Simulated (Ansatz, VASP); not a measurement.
## Sc in VASP and in Ansatz

The input INCAR:

```
PREC = Accurate ; ENCUT = 520
EDIFF = 1E-6 ; ISMEAR = 0
SIGMA = 0.05 ; LREAL = False
LASPH = True ; NELM = 60
ALGO = Normal ; ISIF = 2
LWAVE = False ; LCHARG = False
GGA = CA ; NBANDS = 12
```

The input KPOINTS:

```
Automatic mesh
0
Gamma
  9 9 9
```

The input POSCAR:

```
Sc
1.0
   -1.8790000000      1.8790000000      2.3805000000
    1.8790000000     -1.8790000000      2.3805000000
    1.8790000000      1.8790000000     -2.3805000000
Sc
1
Direct
    0.0000000000      0.0000000000      0.0000000000
```

Input for Ansatz:

```yaml
crystal:
  lattice:
    - [-1.879, 1.879, 2.3805]
    - [1.879, -1.879, 2.3805]
    - [1.879, 1.879, -2.3805]
  atoms:
    - { symbol: Sc, position: [0.0, 0.0, 0.0] }
kpoints:
  mp_grid:
    grid: [9, 9, 9]
hamiltonian:
  xc: lda
scf:
  occupations:
    method: gaussian
    width: 0.05
  mixing:
    preconditioner: local_kerker
basis:
  ecutwfc: 470
  ecutrho_ratio: 8
output:
  forces: true
  stress: true
```

Alike in both runs: task single point; functional LDA; k mesh 9 × 9 × 9; occupations gaussian, width 0.05 eV; no spin polarisation.

```csv
,VASP,Ansatz
version,VASP 6.6.1,Ansatz 0.2.0
potentials or method,"VASP PAW LDA potentials, release 64 (Sc_sv), cutoff 520 eV","plane waves, PAW"
valence electrons in the cell,11,11
```

```tsv
	VASP	Ansatz	Ansatz less VASP
pressure (GPa)	-12.0	-12.0	0.00
traceless stress, the component that is largest in VASP (GPa)	1.28	1.28	-0.003
```

LDA's correlation is that of Perdew and Zunger in VASP and of Perdew and Wang (1992) in Ansatz.
